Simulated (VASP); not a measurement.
Write the native input for VASP 6.6.1 that does the following.

```yaml
Task: single point
Functional: LDA
Potentials_or_basis: VASP PAW LDA potentials, release 64 (Cd, Se)
Cutoff: 520 eV
k_mesh: 6 × 6 × 6
Occupations: gaussian, width 0.05 eV
Spin: no spin polarisation
Dipole_correction: no
Further_INCAR_settings: ALGO = Normal; EDIFF = 1e-06; NBANDS = 16
```

The structure of CdSe lies in POSCAR:

```
CdSe
1.0
    0.0000000000      3.2237845500      2.7848263039
    3.2237845500      0.0000000000      2.7848263039
    3.2237845500      3.2237845500      0.0000000000
Cd Se
1 1
Direct
    0.0000000000      0.0000000000      0.0000000000
    0.7500000000      0.7500000000      0.7500000000
```

These files were run (other wordings do the same):

INCAR

```
ALGO = Normal ; EDIFF = 1E-6
ENCUT = 520 ; GGA = CA
ISIF = 2 ; ISMEAR = 0
LASPH = True ; LCHARG = False
LREAL = False ; LWAVE = False
NBANDS = 16 ; NELM = 60
PREC = Accurate ; SIGMA = 0.05
```

KPOINTS

```
k-points
0
Gamma
  6 6 6
```

Potentials or basis: VASP PAW LDA potentials, release 64 (Cd, Se).

Run with:

```sh
$ cat potpaw_LDA.64/Cd/POTCAR potpaw_LDA.64/Se/POTCAR > POTCAR
$ mpirun -np 1 vasp_std > vasp.out
```

It gave:

```yaml
Pressure: -3.3 GPa
Band_gap_on_the_k_mesh: 0.04 eV, direct
```

Run time: 29 s on 1 thread of Intel(R) Xeon(R) Platinum 8259CL CPU @ 2.50GHz (Skylake/Cascade Lake), with other jobs on the host, peak memory 0.17 GiB.
